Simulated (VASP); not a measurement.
# NiO: single point with PBE

NiO:

```
Ni O
1.0
     2.94991    0.00000    0.00000
     1.47496    2.55470    0.00000
     1.47496    0.85157    2.40859
Ni O
1 1
Direct
  0.00000 0.00000 0.00000
  0.50000 0.50000 0.50000
```

```json
{
 "Program": "VASP 6.6.1",
 "Task": "single point",
 "Functional": "PBE",
 "Potentials or basis": "VASP PAW PBE potentials, release 64 (Ni, O)",
 "Cutoff": "600 eV",
 "k mesh": "12 × 12 × 12",
 "Occupations": "fermi-dirac, width 0.1 eV",
 "Spin": "collinear spin, ferromagnetic start",
 "Starting moments": "[1.36, 0.24] μB",
 "Fixed moment": "1.5 μB"
}
```

The pressure is 3.5 GPa. The net moment is 1.50 μB per cell. The site moments are Ni +1.26; O +0.21 μB and the valence electrons inside the program's atomic spheres are Ni 9.01; O 4.97.

Run time: 53 s on 1 thread of Intel Xeon 8259CL, with other jobs on the host, peak memory 0.19 GiB.

Caveat: the total moment is fixed, so each spin has its own Fermi level; a cell with one magnetic atom can't hold antiferromagnetic order, which such compounds often take.
